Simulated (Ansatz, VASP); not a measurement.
**Nb in VASP and in Ansatz**

INCAR

```
SYSTEM = Nb
ALGO = Normal
EDIFF = 1E-6
ENCUT = 520
GGA = PS
ISIF = 2
ISMEAR = -1
LASPH = .True.
LCHARG = .False.
LREAL = .False.
LWAVE = .False.
NBANDS = 34
NELM = 60
PREC = Accurate
SIGMA = 0.1
```

The input KPOINTS:

```
k-points
0
Gamma
  14 14 4
  0 0 0
```

File POSCAR:

```
Nb
1.0
    2.7114219712      0.0000000000      0.0000000000
   -1.3557109856      2.3481603074      0.0000000000
    0.0000000000      0.0000000000      9.9745825549
Nb
4
Direct
    0.0000000000      1.0000000000      1.0000000000
    0.0000000000      1.0000000000      0.5000000000
    0.3333333333      0.6666666667      0.2500000000
    0.6666666667      0.3333333333      0.7500000000
```

Input for Ansatz:

```yaml
crystal:
  lattice:
    - [2.7114219712, 0.0, 0.0]
    - [-1.3557109856, 2.3481603074, 0.0]
    - [0.0, 0.0, 9.9745825549]
  atoms:
    - { symbol: Nb, position: [0.0, 1.0, 1.0] }
    - { symbol: Nb, position: [0.0, 1.0, 0.5] }
    - { symbol: Nb, position: [0.3333333333, 0.6666666667, 0.25] }
    - { symbol: Nb, position: [0.6666666667, 0.3333333333, 0.75] }
hamiltonian:
  xc: pbesol
  pseudopotentials:
    kind: paw
    azcp:
      Nb: "pseudopotentials/Nb.paw.azcp"
basis:
  ecutwfc: 420
  fft_grid_basis: typed
kpoints:
  mp_grid: { grid: [14, 14, 4], shift: [0, 0, 0] }
magnetization:
  spin_polarized: false
scf:
  occupations: { method: fermi_dirac, width: 0.1 }
  lower_state_search: "off"
output:
  stress: true
```

Alike in both runs: task single point; functional PBEsol; k mesh 14 × 14 × 4; occupations fermi-dirac, width 0.1 eV; no spin polarisation.

|  | VASP | Ansatz |
| --- | --- | --- |
| version | VASP 6.6.1 | Ansatz 0.2.0 |
| potentials or method | VASP PAW PBE potentials, release 64 (Nb_sv), cutoff 520 eV | plane waves (420 eV) with PAW, scalar-relativistic |
| valence electrons in the cell | 52 | 52 |

Ansatz gave:

```
pressure (GPa)                                                : 28.0
traceless stress, the component that is largest in VASP (GPa) : -1.53
```

What did VASP give for the same quantities?

Pressure (GPa): 27.7; traceless stress, the component that is largest in VASP (GPa): -1.60.

VASP's potentials were made for PBE, not for PBEsol, and Ansatz warns of the same on its side. The functional is the same, so the differences come from potentials, cutoffs and numerics.
